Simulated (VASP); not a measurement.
Here is a VASP 6.6.1 calculation.

File INCAR:

```
SYSTEM = VN2
PREC     = Accurate       ! precision mode
ENCUT    = 520            ! plane-wave cutoff, eV
EDIFF    = 1E-6           ! SCF threshold, eV
ISMEAR   = -1             ! smearing method
SIGMA    = 0.03           ! smearing width, eV
LREAL    = .False.        ! projectors in reciprocal space
LASPH    = .True.         ! aspherical terms in the spheres
NELM     = 150            ! most SCF steps
ALGO     = Normal         ! electronic algorithm
ISIF     = 2              ! what is computed and relaxed
LWAVE    = .False.        ! write WAVECAR
LCHARG   = .False.        ! write CHGCAR
ISPIN    = 2              ! spin polarisation
MAGMOM   = 2 2 0 0 0 0    ! initial moments
LORBIT   = 11             ! projections on sites
LMAXMIX  = 4              ! l up to which the mixer works
GGA      = PE             ! functional
NBANDS   = 36             ! bands
ISYM     = 0
```

Contents of KPOINTS:

```
Automatic mesh
0
Gamma
  6 6 7
  0 0 0
```

Contents of POSCAR:

```
VN2
1.0
   -2.1507500000      2.1507500000      2.4913500000
    2.1507500000     -2.1507500000      2.4913500000
    2.1507500000      2.1507500000     -2.4913500000
V N
2 4
Direct
    0.2500000000      0.2500000000      0.0000000000
    0.7500000000      0.7500000000      0.0000000000
    0.1151000000      0.6151000000      0.7302000000
    0.6151000000      0.8849000000      0.5000000000
    0.8849000000      0.3849000000      0.2698000000
    0.3849000000      0.1151000000      0.5000000000
```

Potentials or basis: VASP PAW PBE potentials, release 64 (V_sv, N).

Launch:

```console
$ cat potpaw_PBE.64/V_sv/POTCAR potpaw_PBE.64/N/POTCAR > POTCAR
$ mpirun -np 1 vasp_std > vasp.out
```

Q: Predict the net moment.

A: 0.00 μB per cell.

Q: Predict the pressure.

A: -0.3 GPa.

Stress tensor (GPa, compression positive):
```
-0.16 -0.14 -0.01
-0.14 -0.16 -0.01
-0.01 -0.01 -0.49
```
